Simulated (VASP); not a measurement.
# K (R-3m) in VASP: a series of runs, part 2 of 2

VASP 6.6.1.

**3. Single point, PBEsol**

This run uses another cell than the first one, of the same volume but with other edges.

File INCAR:

```
SYSTEM = K
PREC = Accurate ; ENCUT = 520
EDIFF = 1E-7 ; ISMEAR = 0
SIGMA = 0.15 ; LREAL = .False.
LASPH = .True. ; NELM = 60
ALGO = Fast ; ISIF = 2
LWAVE = .False. ; LCHARG = .False.
GGA = PS ; NBANDS = 10
```

File KPOINTS:

```
regular mesh
0
Gamma
  14 14 14
  0 0 0
```

File POSCAR:

```
K
1.0
   -3.2182874811      2.6509298097      2.6509298097
    2.6509298097     -3.2182874811      2.6509298097
    2.6509298097      2.6509298097     -3.2182874811
K
1
Direct
    0.0000000000      0.0000000000      0.0000000000
```

Potentials or basis: VASP PAW PBE potentials, release 64 (K_sv).

On the command line:

```sh
> cat potpaw_PBE.64/K_sv/POTCAR > POTCAR
> mpirun -np 1 vasp_std > vasp.out
```

OUTCAR:

```text
SYSTEM = K
   PREC = Accurate
   ENCUT = 520
   EDIFF = 1E-7
   ISMEAR = 0
   LREAL = .False.
   LASPH = .True.
   NELM = 60
   ISIF = 2
   GGA = PS

 ion  position               nearest neighbor table
   1  0.000  0.000  0.000-

  LATTYP: Found a trigonal (rhomboedric) cell.
 ALAT       =     4.9408736093
 COS(alpha) =    -0.4110840653

  Lattice vectors:

 A1 = (  -3.2182874811,   2.6509298097,   2.6509298097)
 A2 = (   2.6509298097,  -3.2182874811,   2.6509298097)
 A3 = (   2.6509298097,   2.6509298097,  -3.2182874811)

Analysis of symmetry for initial positions (statically):
=====================================================================
 Subroutine PRICEL returns:
 Original cell was already a primitive cell.

 Routine SETGRP: Setting up the symmetry group for a
 trigonal (rhombohedral) supercell.

 Subroutine GETGRP returns: Found 12 space group operations
 (whereof 12 operations were pure point group operations)
 out of a pool of 12 trial point group operations.

The static configuration has the point symmetry D_3d.

Analysis of symmetry for dynamics (positions and initial velocities):
=====================================================================
 Subroutine PRICEL returns:
 Original cell was already a primitive cell.

 Routine SETGRP: Setting up the symmetry group for a
 trigonal (rhombohedral) supercell.

 Subroutine GETGRP returns: Found 12 space group operations
 (whereof 12 operations were pure point group operations)
 out of a pool of 12 trial point group operations.

The dynamic configuration has the point symmetry D_3d.

 Subroutine INISYM returns: Found 12 space group operations
 (whereof 12 operations are pure point group operations),
 and found     1 'primitive' translations

----------------------------------------------------------------------------------------
[... 114 lines left out ...]
  Thomas-Fermi vector in A             =   1.930206
   LORBIT       =      0    0 simple, 1 ext, 2 COOP (PROOUT), +10 PAW based schemes
   GGA     = PS    functional components
   LHFCALC =     F    Hartree Fock is set to
   AEXX    =    0.0000 exact exchange contribution
   IVDW    =     0    specifies the selected vdW correction
   LEPSILON=     F    determine dielectric tensor
   LRPA    =     F    only Hartree local field effects (RPA)
 non-spin polarized calculation
 RMM-DIIS sequential band-by-band and
 Gauss-broadening in eV      SIGMA  =   0.15
  energy-cutoff  :      520.00
  volume of cell :       71.77
 maximum number of plane-waves:      1958
 NGX is ok and might be reduce to    40

 number of electron       9.0000001 magnetization

 Free energy of the ion-electron system (eV)
  ---------------------------------------------------
  ext. energy  EPLUGINS =         0.00000000
  ---------------------------------------------------
  free energy    TOTEN  =        -1.00231235 eV

  energy without entropy =       -0.99357491  energy(sigma->0) =       -0.99794363

 E-fermi :  -0.0751     XC(G=0):  -5.7511

 val. band max:       -0.0790974006   @ k =   0.4286   0.3571   0.1429
 cond. band min:      -0.0749452784   @ k =  -0.4286   0.5000   0.0714
 fundamental gap:      0.0041521221
 Fermi energy:        -0.0751162932

 k-point     1 :       0.0000    0.0000    0.0000
  band No.  band energies     occupation
      1     -32.3013      2.00000
      2     -15.7977      2.00000
      3     -15.7977      2.00000
      4     -15.7061      2.00000
      5      -2.2819      2.00000
      6       3.1674      0.00000
      7       3.6132      0.00000
      8       3.6132      0.00000
      9       6.1745      0.00000
     10       6.2613      0.00000
[... 287 lines left out ...]
 k-point    24 :       0.2857    0.1429    0.0000
  band No.  band energies     occupation
      1     -32.2660      2.00000
      2     -16.0836      2.00000
      3     -15.7663      2.00000
      4     -15.7597      2.00000
      5       0.1336      0.04905
      6       2.3277      0.00000
      7       3.0034      0.00000
      8       4.3566      0.00000
      9       4.6948      0.00000
     10       5.1583      0.00000

 [... further k-points ...]

------------------------ aborting loop because EDIFF is reached ----------------------------------------

  FORCE on cell =-STRESS in cart. coord.  units (eV):
  Direction    XX          YY          ZZ          XY          YZ          ZX
  --------------------------------------------------------------------------------------
  -------------------------------------------------------------------------------------
  Total        0.0883027      0.0883027      0.0883027      0.4471743      0.4471743      0.4471743
  in kB        1.9711316      1.9711316      1.9711316      9.9820215      9.9820215      9.9820215
  external PRESSURE =       1.9711316 kB  Pullay stress =       0.0000000 kB

 VOLUME and BASIS-vectors are now :
 -----------------------------------------------------------------------------
  energy-cutoff  :      520.00
  volume of cell :       71.77
      direct lattice vectors                 reciprocal lattice vectors
    -3.218287481  2.650929810  2.650929810     0.046394682  0.216775152  0.216775152
     2.650929810 -3.218287481  2.650929810     0.216775152  0.046394682  0.216775152
     2.650929810  2.650929810 -3.218287481     0.216775152  0.216775152  0.046394682

 POSITION                                       TOTAL-FORCE (eV/Angst)
 -----------------------------------------------------------------------------------
      0.00000      0.00000      0.00000         0.000000      0.000000     -0.000000
 -----------------------------------------------------------------------------------
    total drift:                                0.000000      0.000000     -0.000000

  FREE ENERGIE OF THE ION-ELECTRON SYSTEM (eV)
  ---------------------------------------------------
  free  energy   TOTEN  =        -1.0023123460 eV

  energy  without entropy=       -0.9935749149  energy(sigma->0) =       -0.99794363
```

OSZICAR:

```text
N       E                     dE             d eps       ncg     rms          rms(c)
DAV:   1     0.459624593916E+02    0.45962E+02   -0.35952E+03  5760   0.689E+02
DAV:   2     0.635908335674E+00   -0.45327E+02   -0.44739E+02  6200   0.192E+02
DAV:   3    -0.955420662724E+00   -0.15913E+01   -0.15845E+01  9028   0.282E+01
DAV:   4    -0.100623272683E+01   -0.50812E-01   -0.50640E-01  7886   0.434E+00
DAV:   5    -0.100758888670E+01   -0.13562E-02   -0.13559E-02  8890   0.488E-01    0.198E+00
RMM:   6    -0.100369289860E+01    0.38960E-02   -0.36538E-03  7986   0.448E-01    0.134E+00
RMM:   7    -0.100227530577E+01    0.14176E-02   -0.88247E-03  8205   0.578E-01    0.116E-01
RMM:   8    -0.100226866976E+01    0.66360E-05   -0.14116E-03  8916   0.369E-01    0.421E-02
RMM:   9    -0.100230653089E+01   -0.37861E-04   -0.20183E-04  9451   0.921E-02    0.165E-02
RMM:  10    -0.100230899500E+01   -0.24641E-05   -0.74092E-05  9743   0.522E-02    0.882E-03
RMM:  11    -0.100231073326E+01   -0.17383E-05   -0.14751E-05 10493   0.209E-02    0.859E-03
RMM:  12    -0.100231167750E+01   -0.94424E-06   -0.26215E-06 10419   0.115E-02    0.416E-03
RMM:  13    -0.100231226795E+01   -0.59045E-06   -0.18229E-06  9472   0.741E-03    0.208E-03
RMM:  14    -0.100231232920E+01   -0.61255E-07   -0.10220E-06  8953   0.485E-03    0.113E-03
RMM:  15    -0.100231234603E+01   -0.16821E-07   -0.47886E-07  8168   0.357E-03
   1 F= -.10023123E+01 E0= -.99794363E+00  d E =-.873743E-02
```

It took 6.8 min on 1 thread of Intel Xeon Platinum 8375C at 2.90GHz (Ice Lake), shared host; peak memory 0.37 GiB.

What came out:

```
Free energy            : -1.0023 eV
Pressure               : 0.2 GPa
Band gap on the k mesh : zero (an odd number of electrons rules out a gap without spin polarisation)
```

Stress tensor (GPa, compression positive):
```
0.20 1.00 1.00
1.00 0.20 1.00
1.00 1.00 0.20
```

Caveat: the PAW data sets were made with another functional, which shifts forces and pressure a little.
